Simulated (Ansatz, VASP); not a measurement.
## One calculation of BeS, two programs

```xyz
2
Lattice="0.0000 2.3173 2.3173 2.3173 0.0000 2.3173 2.3173 2.3173 0.0000" Properties=species:S:1:pos:R:3 pbc="T T T"
Be    0.0000    0.0000    0.0000
S     2.3173    2.3173    2.3173
```

Alike in both runs: task single point; functional HSE06; k mesh 6 × 6 × 6; no spin polarisation.

```csv
,VASP,Ansatz
version,VASP 6.6.1,Ansatz 0.2.0
potentials or method,"VASP PAW PBE potentials, release 64 (Be, S)","plane waves, PAW"
plane-wave cutoff (eV),520,420
occupations,"gaussian, width 0.01 eV",fixed
valence electrons in the cell,8,8
```

Ansatz gave:

| Property | Result |
| --- | --- |
| gap on the k mesh at the Fermi level (eV) | 1.75 |
| pressure (GPa) | -1.7 |

Problem. Which values does VASP return?

Solution. gap on the k mesh at the Fermi level (eV): 1.74; pressure (GPa): -2.0.

Ansatz's warnings: stress exchange threshold loose, stress scf threshold loose.
